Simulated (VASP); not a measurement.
Input of a VASP 6.6.1 run:

File INCAR:

```
SYSTEM = Ga
PREC     = Accurate       ! precision mode
ENCUT    = 500            ! plane-wave cutoff, eV
EDIFF    = 1E-6           ! SCF threshold, eV
ISMEAR   = -1             ! smearing method
SIGMA    = 0.05           ! smearing width, eV
LREAL    = .False.        ! projectors in reciprocal space
LASPH    = .True.         ! aspherical terms in the spheres
NELM     = 120            ! most SCF steps
ALGO     = Normal         ! electronic algorithm
ISIF     = 2              ! what is computed and relaxed
LWAVE    = .False.        ! write WAVECAR
LCHARG   = .False.        ! write CHGCAR
GGA      = PS             ! functional
NBANDS   = 20             ! bands
GGA_COMPAT= .False.
```

File KPOINTS:

```
Automatic mesh
0
Gamma
  7 7 7
  0 0 0
```

File POSCAR:

```
Ga
1.0
    0.0000000000      2.8780184521      2.8780184521
    2.8780184521      0.0000000000      2.8780184521
    2.8780184521      2.8780184521      0.0000000000
Ga
2
Direct
    0.0000000000      0.0000000000      0.0000000000
    0.2500000000      0.2500000000      0.2500000000
```

Potentials or basis: VASP PAW PBE potentials, release 64 (Ga_d).

Command:

```console
$ cat potpaw_PBE.64/Ga_d/POTCAR > POTCAR
$ mpirun -np 1 vasp_std > vasp.out
```

Estimate the band gap on the k mesh.

zero (band 13 reaches 5.75 eV, above the bottom of band 14 at 1.96 eV).

Estimate the pressure.

0.1 GPa.

Caveat: the PAW data sets were made with another functional, which shifts forces and pressure a little.
